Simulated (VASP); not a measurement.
Here is a VASP 6.6.1 calculation.

The input POSCAR:

```
N
1.0
    3.0257492029     -2.0510651735      0.0000000000
    3.0257492029      2.0510651735      0.0000000000
    0.0000000000      0.0000000000      7.3380100389
N
4
Direct
    0.9092649576      0.0907350424      0.0545656920
    0.5907350424      0.4092649576      0.5545656920
    0.0907350424      0.9092649576      0.9454343080
    0.4092649576      0.5907350424      0.4454343080
```

File INCAR.step1:

```
ALGO = Normal
EDIFF = 1E-4
ENCUT = 520
GGA = PE
ISMEAR = 0
LASPH = T
LCHARG = F
LREAL = F
LWAVE = T
NBANDS = 18
NELM = 80
PREC = Accurate
SIGMA = 0.1
```

INCAR.step2

```
ALGO = Normal
EDIFF = 1E-6
ENCUT = 520
ISIF = 2
ISMEAR = 0
ISTART = 1
LASPH = T
LCHARG = T
LELF = T
LMIXTAU = T
LREAL = F
LVHAR = T
LWAVE = F
METAGGA = R2SCAN
NBANDS = 18
NELM = 80
PREC = Accurate
SIGMA = 0.1
```

Contents of KPOINTS:

```
k-points
0
Gamma
  6 6 4
```

Potentials or basis: VASP PAW PBE potentials, release 64 (N).

Run with:

```console
$ cat potpaw_PBE.64/N/POTCAR > POTCAR
$ cp INCAR.step1 INCAR
$ mpirun -np 1 vasp_std > vasp.out
$ cp INCAR.step2 INCAR
$ mpirun -np 1 vasp_std > vasp.out
```

Q: What does it give for the largest force?

A: 2.268 eV/Å.

Q: What does it give for the pressure?

A: 2.7 GPa.

Q: What does it give for the band gap on the k mesh?

A: 8.24 eV.

Stress tensor (GPa, compression positive):
```
-0.14  0.00  0.00
 0.00  3.89  0.00
 0.00  0.00  4.31
```

Caveat: the standard files for N, O and F lose accuracy on very short bonds; the PAW data sets were made with another functional, which shifts forces and pressure a little. A k mesh can miss the band edges.
